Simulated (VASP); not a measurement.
A run of VASP 6.6.1 is set up as follows.

INCAR

```
SYSTEM = Hf2Bi2O
  PREC = Accurate
  ENCUT = 520
  EDIFF = 1E-6
  ISMEAR = 0
  SIGMA = 0.1
  LREAL = .False.
  LASPH = .True.
  NELM = 80
  ALGO = Normal
  ISIF = 2
  LWAVE = .False.
  LCHARG = .True.
  GGA = PE
  LELF = .True.
  LVHAR = .True.
  NBANDS = 36
```

KPOINTS

```
regular mesh
0
Gamma
  4 4 4
  0 0 0
```

File POSCAR:

```
Hf2Bi2O
1.0
    4.3134174100      0.0000000000      0.0000000000
    0.0000000000      4.3134174100      0.0000000000
    0.0000000000      0.0000000000      6.7670964000
Hf Bi O
2 2 1
Direct
    0.0000000000      0.0000000000      0.3099920600
    0.0000000000      0.0000000000      0.6900079400
    0.5000000000      0.5000000000      0.0000000000
    0.5000000000      0.5000000000      0.5000000000
    0.0000000000      0.0000000000      0.0000000000
```

Potentials or basis: VASP PAW PBE potentials, release 64 (Hf_pv, Bi_d, O).

Run with:

```sh
$ cat potpaw_PBE.64/Hf_pv/POTCAR potpaw_PBE.64/Bi_d/POTCAR potpaw_PBE.64/O/POTCAR > POTCAR
$ mpirun -np 1 vasp_std > vasp.out
```

Q: What does it give for the pressure?

A: -4.1 GPa.

Q: What does it give for the band gap on the k mesh?

A: Zero (band 28 reaches 6.29 eV, above the bottom of band 29 at 5.45 eV).

Q: What does it give for the largest force?

A: 4.303 eV/Å.

Forces in eV/Å, atoms in the order of the input:
```
Hf   0.000  0.000 -4.303
Hf   0.000  0.000  4.303
Bi   0.000  0.000  0.000
Bi   0.000  0.000  0.000
O    0.000  0.000  0.000
```

Caveat: the k points lie up to 0.36 Å⁻¹ apart; spin-orbit coupling is left out, which moves the levels of the heavy elements; forces of over 1 eV/Å act on the atoms, so gaps and moduli don't describe the material at rest.
